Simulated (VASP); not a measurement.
# Y (I4/mmm) in VASP: further runs

The runs below take Y through single point, with PBE, PBE+D3(BJ).

Everything below comes from runs of VASP 6.6.1. Logs are shortened: lines on timing, memory, paths and dates and some standing lists are left out, and cuts for length are marked.

## Step 1: The cell of the first run

Symmetry: I4/mmm, No. 139, tetragonal system. Conventional cell: a = 3.532 Å, b = 3.532 Å, c = 4.920 Å, α = 90.00°, β = 90.00°, γ = 90.00°. Within 4.6 Å of Y (site symmetry 4/mmm) lie 12 Y at 3.51 to 3.53 Å.

## Step 2: Single point, PBE (z stretched by -1 % at fixed volume)

INCAR reads:

```
PREC = Accurate
ENCUT = 520
EDIFF = 1E-7
ISMEAR = -1
SIGMA = 0.05
LREAL = F
LASPH = T
NELM = 100
ALGO = Normal
ISIF = 2
LWAVE = F
LCHARG = F
GGA = PE
NBANDS = 12
```

KPOINTS reads:

```
Automatic mesh
0
Gamma
  13 13 13
```

POSCAR reads:

```
Y
1.0
    0.0000000000      2.4975189710      2.4601500000
    2.4975189710      0.0000000000      2.4601500000
    2.4975189710      2.4975189710      0.0000000000
Y
1
Direct
    0.0000000000      0.0000000000      0.0000000000
```

Potentials or basis: VASP PAW PBE potentials, release 64 (Y_sv).

The run is started by

```sh
$ cat potpaw_PBE.64/Y_sv/POTCAR > POTCAR
$ mpirun -np 1 vasp_std > vasp.out
```

OUTCAR:

```text
PREC = Accurate
   ENCUT = 520
   EDIFF = 1E-7
   ISMEAR = -1
   LREAL = F
   LASPH = T
   NELM = 100
   ISIF = 2
   GGA = PE

 ion  position               nearest neighbor table
   1  0.000  0.000  0.000-

  LATTYP: Found a body centered tetragonal cell.
 ALAT       =     3.5320252011
 C/A-ratio  =     1.3930534806

  Lattice vectors:

 A1 = (   0.0000000000,  -2.4975189710,  -2.4601500000)
 A2 = (   0.0000000000,   2.4975189710,  -2.4601500000)
 A3 = (   2.4975189710,   0.0000000000,   2.4601500000)

Analysis of symmetry for initial positions (statically):
=====================================================================
 Subroutine PRICEL returns:
 Original cell was already a primitive cell.

 Routine SETGRP: Setting up the symmetry group for a
 body centered tetragonal supercell.

 Subroutine GETGRP returns: Found 16 space group operations
 (whereof 16 operations were pure point group operations)
 out of a pool of 16 trial point group operations.

The static configuration has the point symmetry D_4h.

Analysis of symmetry for dynamics (positions and initial velocities):
=====================================================================
 Subroutine PRICEL returns:
 Original cell was already a primitive cell.

 Routine SETGRP: Setting up the symmetry group for a
 body centered tetragonal supercell.

 Subroutine GETGRP returns: Found 16 space group operations
 (whereof 16 operations were pure point group operations)
 out of a pool of 16 trial point group operations.

The dynamic configuration has the point symmetry D_4h.

 Subroutine INISYM returns: Found 16 space group operations
 (whereof 16 operations are pure point group operations),
 and found     1 'primitive' translations

----------------------------------------------------------------------------------------

                                     Primitive cell

  volume of cell :      30.6909

  direct lattice vectors                    reciprocal lattice vectors
     0.000000000  2.497518971  2.460150000    -0.200198679  0.200198679  0.203239640
     2.497518971  0.000000000  2.460150000     0.200198679 -0.200198679  0.203239640
     2.497518971  2.497518971  0.000000000     0.200198679  0.200198679 -0.203239640

  length of vectors
     3.505700933  3.505700933  3.532025201     0.348518828  0.348518828  0.348518828

[... 77 lines left out ...]
   NELM   =    100;   NELMIN=  2; NELMDL= -5     # of ELM steps
   EDIFF  = 0.1E-06   stopping-criterion for ELM
   LREAL  =      F    real-space projection
   EDIFFG = 0.1E-05   stopping-criterion for IOM
   NSW    =      0    number of steps for IOM
   IBRION =     -1    ionic relax: 0-MD 1-quasi-New 2-CG
   NFREE  =      0    steps in history (QN), initial steepest desc. (CG)
   ISIF   =      2    stress and relaxation
   ISYM   =      2    0-nonsym 1-usesym 2-fastsym
   POTIM  = 0.5000    time-step for ionic-motion
   TEBEG  =    0.0;   TEEND  =   0.0 temperature during run
   PSTRESS=    0.0 pullay stress
   NELECT =      11.0000    total number of electrons
   NUPDOWN=      -1.0000    fix difference up-down
   EMIN   =  10.00;   EMAX   =-10.00  energy-range for DOS
   EFERMI =   0.00;   METHOD = LEGACY
   ISMEAR =    -1;   SIGMA  =   0.05  broadening in eV -4-tet -1-fermi 0-gaus
   EFERMI_NEDOS =   21; number of points for ismear=-14 and -15
   IALGO  =     38    algorithm
   IMIX   =      4    mixing-type and parameters
     AMIX     =   0.40;   BMIX     =  1.00
     AMIX_MAG =   1.60;   BMIX_MAG =  1.00
  volume/ion in A,a.u.               =      30.69       207.11
  Fermi-wavevector in a.u.,A,eV,Ry     =   1.162883  2.197530 18.399114  1.352297
  Thomas-Fermi vector in A             =   2.299439
   LORBIT       =      0    0 simple, 1 ext, 2 COOP (PROOUT), +10 PAW based schemes
   GGA     = PE    functional components
   LHFCALC =     F    Hartree Fock is set to
   AEXX    =    0.0000 exact exchange contribution
   IVDW    =     0    specifies the selected vdW correction
   LEPSILON=     F    determine dielectric tensor
   LRPA    =     F    only Hartree local field effects (RPA)
 non-spin polarized calculation
  energy-cutoff  :      520.00
  volume of cell :       30.69
 maximum number of plane-waves:       869
 NGX is ok and might be reduce to    28
   NGX = 13   NGY = 13   NGZ = 13

 number of electron      11.0000000 magnetization

 Free energy of the ion-electron system (eV)
  ---------------------------------------------------
  ext. energy  EPLUGINS =         0.00000000
  ---------------------------------------------------
  free energy    TOTEN  =        -6.40242601 eV

  energy without entropy =       -6.39079293  energy(sigma->0) =       -6.39660947

 E-fermi :   3.3858     XC(G=0):  -9.6889

 val. band max:        3.3855565736   @ k =   0.3077   0.2308   0.0000
 cond. band min:       3.3874319078   @ k =  -0.2308   0.3846   0.1538
 fundamental gap:      0.0018753343
 Fermi energy:         3.3857841585

 k-point     1 :       0.0000    0.0000    0.0000
  band No.  band energies     occupation
      1     -39.1529      2.00000
      2     -18.8038      2.00000
      3     -18.8038      2.00000
      4     -18.8027      2.00000
      5      -1.4538      2.00000
      6       5.1972      0.00000
      7       5.1972      0.00000
      8       5.3223      0.00000
      9       7.2980      0.00000
     10       7.4825      0.00000
     11      12.5267      0.00000
     12      15.8773      0.00000
[... 331 lines left out ...]
 k-point    24 :       0.4615    0.1538    0.0000
  band No.  band energies     occupation
      1     -39.0659      2.00000
      2     -19.4079      2.00000
      3     -18.9638      2.00000
      4     -18.9362      2.00000
      5       1.6767      2.00000
      6       3.5313      0.10321
      7       4.6572      0.00000
      8       5.5867      0.00000
      9       8.6368      0.00000
     10       9.0502      0.00000
     11      11.7655      0.00000
     12      13.9335      0.00000

 [... further k-points ...]
[... 5 lines left out ...]
  --------------------------------------------------------------------------------------
  -------------------------------------------------------------------------------------
  Total        0.4045417      0.4045417      0.4916709      0.0000000     -0.0000000      0.0000000
  in kB       21.1185804     21.1185804     25.6670453      0.0000000     -0.0000000      0.0000000
  external PRESSURE =      22.6347354 kB  Pullay stress =       0.0000000 kB

 VOLUME and BASIS-vectors are now :
 -----------------------------------------------------------------------------
  energy-cutoff  :      520.00
  volume of cell :       30.69
      direct lattice vectors                 reciprocal lattice vectors
     0.000000000  2.497518971  2.460150000    -0.200198679  0.200198679  0.203239640
     2.497518971  0.000000000  2.460150000     0.200198679 -0.200198679  0.203239640
     2.497518971  2.497518971  0.000000000     0.200198679  0.200198679 -0.203239640

 POSITION                                       TOTAL-FORCE (eV/Angst)
 -----------------------------------------------------------------------------------
      0.00000      0.00000      0.00000         0.000000      0.000000      0.000000
 -----------------------------------------------------------------------------------
    total drift:                               -0.000000      0.000000      0.000000

  FREE ENERGIE OF THE ION-ELECTRON SYSTEM (eV)
  ---------------------------------------------------
  free  energy   TOTEN  =        -6.4024260073 eV

  energy  without entropy=       -6.3907929345  energy(sigma->0) =       -6.39660947
```

OSZICAR:

```text
N       E                     dE             d eps       ncg     rms          rms(c)
DAV:   1     0.248057725969E+02    0.24806E+02   -0.55456E+03  4712   0.833E+02
DAV:   2    -0.530785804244E+01   -0.30114E+02   -0.29261E+02  5660   0.165E+02
DAV:   3    -0.653295191039E+01   -0.12251E+01   -0.12087E+01  6644   0.219E+01
DAV:   4    -0.656465152700E+01   -0.31700E-01   -0.31678E-01  5316   0.324E+00
DAV:   5    -0.656527710669E+01   -0.62558E-03   -0.62554E-03  6160   0.361E-01    0.228E+01
DAV:   6    -0.642483534390E+01    0.14044E+00   -0.18343E-01  5096   0.288E+00    0.140E+01
DAV:   7    -0.640630183157E+01    0.18534E-01   -0.27404E-01  5652   0.353E+00    0.122E+00
DAV:   8    -0.640255909783E+01    0.37427E-02   -0.35140E-02  5476   0.145E+00    0.196E-01
DAV:   9    -0.640244743018E+01    0.11167E-03   -0.71679E-04  5796   0.221E-01    0.803E-02
DAV:  10    -0.640242489480E+01    0.22535E-04   -0.11787E-04  5332   0.945E-02    0.272E-02
DAV:  11    -0.640242739189E+01   -0.24971E-05   -0.14344E-05  5512   0.303E-02    0.202E-02
DAV:  12    -0.640242620516E+01    0.11867E-05   -0.17586E-06  5240   0.116E-02    0.511E-03
DAV:  13    -0.640242600921E+01    0.19595E-06   -0.18269E-07  5668   0.312E-03    0.443E-04
DAV:  14    -0.640242600734E+01    0.18704E-08   -0.71254E-09  2716   0.583E-04
   1 F= -.64024260E+01 E0= -.63966095E+01  d E =-.116331E-01
```

stdout:

```text
POSCAR found type information on POSCAR Y
 POSCAR found :  1 types and       1 ions
 scaLAPACK will be used
 LDA part: xc-table for (Slater+PW92), standard interpolation
 POSCAR, INCAR and KPOINTS ok, starting setup
 FFT: planning ... GRIDC
 FFT: planning ... GRID_SOFT
 FFT: planning ... GRID
 WAVECAR not read
 entering main loop
```

Run time: 52 s. Hardware: 1 thread of AMD EPYC 7R13 (Zen 3), shared host; peak memory 0.2 GiB.

What came out:

```
Free energy            : -6.4024 eV
Pressure               : 2.3 GPa
Band gap on the k mesh : zero (an odd number of electrons rules out a gap without spin polarisation)
```

Stress tensor (GPa, compression positive):
```
2.11 0.00 0.00
0.00 2.11 0.00
0.00 0.00 2.57
```

## Step 3: Single point, PBE+D3(BJ)

INCAR reads:

```
PREC = Accurate ; ENCUT = 520
EDIFF = 1E-6 ; ISMEAR = -1
SIGMA = 0.05 ; LREAL = F
LASPH = T ; NELM = 100
ALGO = Normal ; ISIF = 2
LWAVE = F ; LCHARG = T
GGA = PE ; IVDW = 12
LELF = T ; LVHAR = T
NBANDS = 12
```

KPOINTS is that of step 2.

POSCAR is that of step 2.

Potentials or basis: VASP PAW PBE potentials, release 64 (Y_sv).

The run is started by

```sh
$ cat potpaw_PBE.64/Y_sv/POTCAR > POTCAR
$ mpirun -np 1 vasp_std > vasp.out
```

Run time: 50 s. Hardware: 1 thread of AMD EPYC 7R13 (Zen 3), shared host; peak memory 0.21 GiB.

It converged, with:

```yaml
Free_energy: -6.7617 eV
Pressure: 0.3 GPa
Band_gap_on_the_k_mesh: zero (an odd number of electrons rules out a gap without spin polarisation)
Dispersion_energy_per_atom: -0.359 eV
```

Stress tensor (GPa, compression positive):
```
0.17 0.00 0.00
0.00 0.17 0.00
0.00 0.00 0.62
```

Levels at points of the mesh, in eV from the Fermi level:
```
           k point  band 1  band 2  band 3  band 4  band 5  band 6  band 7  band 8  band 9  band 10
(0.00, 0.00, 0.00)  -42.54  -22.19  -22.19  -22.19   -4.84    1.81    1.81    1.94    3.91     4.10
```
